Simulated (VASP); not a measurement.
**GaAs: single point with PBEsol**

GaAs:

```xyz
2
Lattice="0.0000 2.8268 2.8268 2.8268 0.0000 2.8268 2.8268 2.8268 0.0000" Properties=species:S:1:pos:R:3 pbc="T T T"
Ga    0.0000    0.0000    0.0000
As    1.4134    1.4134    1.4134
```

```yaml
Program: VASP 6.6.1
Task: single point
Functional: PBEsol
Potentials_or_basis: VASP PAW PBE potentials, release 64 (Ga_d, As)
Cutoff: 500 eV
k_mesh: 6 × 6 × 6
Occupations: gaussian, width 0.1 eV
Spin: no spin polarisation
```

The pressure is 0.3 GPa and the band gap on the k mesh is 0.45 eV, direct.

Levels at points of the mesh, in eV from the valence-band top:
```csv
k point,band 7,band 8,band 9,band 10,band 11,band 12
"(0.00, 0.00, 0.00)",0.00,0.00,0.00,0.45,3.68,3.68
"(0.50, 0.00, 0.00)",-6.69,-1.15,-1.15,0.92,4.58,4.58
"(0.50, 0.50, 0.00)",-6.86,-2.70,-2.70,1.34,1.57,10.12
```

Wall time 24 s on 1 thread of Intel Xeon 8259CL, on a shared host, peak memory 0.17 GiB.

Caveat: the PAW data sets were made with another functional, which shifts forces and pressure a little. A k mesh can miss the band edges.
